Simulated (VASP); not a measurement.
Se:

```
Se
1.0
     3.51969    0.00000    0.00000
    -1.75985    3.04814    0.00000
     0.00000    0.00000    3.89101
Se
2
Cartesian
  1.7598 1.0160 0.9728
  0.0000 2.0321 2.9183
```

* Program: VASP 6.6.1
* Task: relaxation of cell and atoms
* Functional: PBE
* Dispersion: D3(BJ)
* Potentials or basis: VASP PAW PBE potentials, release 64 (Se)
* Cutoff: 600 eV
* k mesh: 18 × 18 × 14
* Occupations: gaussian, width 0.1 eV
* Spin: no spin polarisation

At the start: pressure 0.4 GPa; volume 20.87 Å³/atom.

Question: Where does the relaxation end?

Answer: Over 6 steps the energy falls by 4.9 meV/atom and the volume is 21.29 Å³/atom (+2.0 %); space group P6_3/mmc (No. 194, to 0.05 Å).

The path:
```
step  energy change (eV)  largest force (eV/Å)  pressure (GPa)  volume (Å³)
   1              0.0000                0.0000            0.45        41.74
   2             -0.0062                0.0000            0.23        42.10
   3             -0.0098                0.0000           -0.09        42.64
   4             -0.0098                0.0000           -0.07        42.62
   5             -0.0098                0.0000            0.08        42.54
   6             -0.0098                0.0000            0.02        42.58
```

Final structure:
```
Se
1.0
     3.59001    0.00000    0.00000
    -1.79500    3.10904    0.00000
     0.00000    0.00000    3.81455
Se
2
Cartesian
  1.7950 1.0363 0.9536
  0.0000 2.0727 2.8609
```

Caveat: pairwise dispersion overbinds metals, which lowers pressure and volume.
